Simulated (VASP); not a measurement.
A run of VASP 6.6.1:

INCAR

```
  PREC = Accurate
  ENCUT = 520
  EDIFF = 1E-6
  ISMEAR = 0
  SIGMA = 0.05
  LREAL = False
  LASPH = True
  NELM = 80
  ALGO = Normal
  ISIF = 2
  LWAVE = False
  LCHARG = False
  GGA = PS
  NBANDS = 27
```

Contents of KPOINTS:

```
Automatic mesh
0
Gamma
  8 8 8
```

POSCAR

```
KTaO3
1.0
    4.0737349133      0.0000000000      0.0000000000
    0.0000000000      4.0737349133      0.0000000000
    0.0000000000      0.0000000000      3.6109586272
K Ta O
1 1 3
Direct
    0.5000000000      0.5000000000      0.5000000000
    0.0000000000      0.0000000000      0.0000000000
    0.5000000000      0.0000000000      0.0000000000
    0.0000000000      0.5000000000      0.0000000000
    0.0000000000      0.0000000000      0.5000000000
```

Potentials or basis: VASP PAW PBE potentials, release 64 (K_sv, Ta_pv, O).

Launch:

```bash
$ cat potpaw_PBE.64/K_sv/POTCAR potpaw_PBE.64/Ta_pv/POTCAR potpaw_PBE.64/O/POTCAR > POTCAR
$ mpirun -np 1 vasp_std > vasp.out
```

Hardware: 1 thread of Intel(R) Xeon(R) Platinum 8375C CPU @ 2.90GHz (Ice Lake), with other jobs on the host.

Question: Estimate the wall time of this run.

Answer: It took 92 s on 1 thread of Intel(R) Xeon(R) Platinum 8375C CPU @ 2.90GHz (Ice Lake), on a shared host, peak memory 0.25 GiB. Counts: scf iterations 14, k points 75.
